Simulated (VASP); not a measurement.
Set up this calculation in VASP 6.6.1, as the native input.

```yaml
Task: relaxation of cell and atoms
Functional: PBE
Potentials_or_basis: VASP PAW PBE potentials, release 64 (Sn_d)
Cutoff: 600 eV
k_mesh: 16 × 16 × 16
Occupations: gaussian, width 0.1 eV
Spin: no spin polarisation
Dipole_correction: no
Further_INCAR_settings: ALGO = Normal; EDIFF = 1e-06; IBRION = 2; EDIFFG = -0.01; NSW = 100; ISIF = 3
```

The structure of Sn lies in POSCAR:

```
Sn
1.0
    0.0000000000      2.3331302598      2.7140988321
    2.2002816274      0.0000000000      2.7140988321
    2.2002816274      2.3331302598      0.0000000000
Sn
1
Direct
    0.5000000000      0.5000000000      0.5000000000
```

These files were run (other wordings do the same):

INCAR

```
PREC     = Accurate       # precision mode
ENCUT    = 600            # plane-wave cutoff, eV
EDIFF    = 1E-6           # SCF threshold, eV
ISMEAR   = 0              # smearing method
SIGMA    = 0.1            # smearing width, eV
LREAL    = F              # projectors in reciprocal space
LASPH    = T              # aspherical terms in the spheres
NELM     = 100            # most SCF steps
ALGO     = Normal         # electronic algorithm
ISIF     = 3              # what is computed and relaxed
LWAVE    = F              # write WAVECAR
LCHARG   = F              # write CHGCAR
GGA      = PE             # functional
IBRION   = 2              # ionic algorithm
NSW      = 100            # ionic steps
EDIFFG   = -0.01          # ionic threshold
```

KPOINTS

```
Automatic mesh
0
Gamma
  16 16 16
```

Potentials or basis: VASP PAW PBE potentials, release 64 (Sn_d).

Run with:

```bash
$ cat potpaw_PBE.64/Sn_d/POTCAR > POTCAR
$ mpirun -np 1 vasp_std > vasp.out
```

It gave:

```yaml
Relaxed_volume: 27.93 Å³/atom
Relaxed_cell: a = 3.558 Å, b = 3.348 Å, c = 3.344 Å, α = 64.24°, β = 57.93°, γ = 57.83°
Space_group_after_relaxing_to_0.05_Å: I4/mmm (No. 139)
Energy_gained_by_relaxing: 13.9 meV/atom
Ionic_steps: 23
Pressure_after_relaxing: 0.0 GPa
Band_gap_on_the_k_mesh: zero (band 7 reaches 15.17 eV, above the bottom of band 8 at 5.63 eV)
```

Caveat: spin-orbit coupling is left out, which moves the levels of the heavy elements.

Wall time 20 min on 1 thread of Intel(R) Xeon(R) 6975P-C (Granite Rapids), with other jobs on the host, peak memory 0.4 GiB.
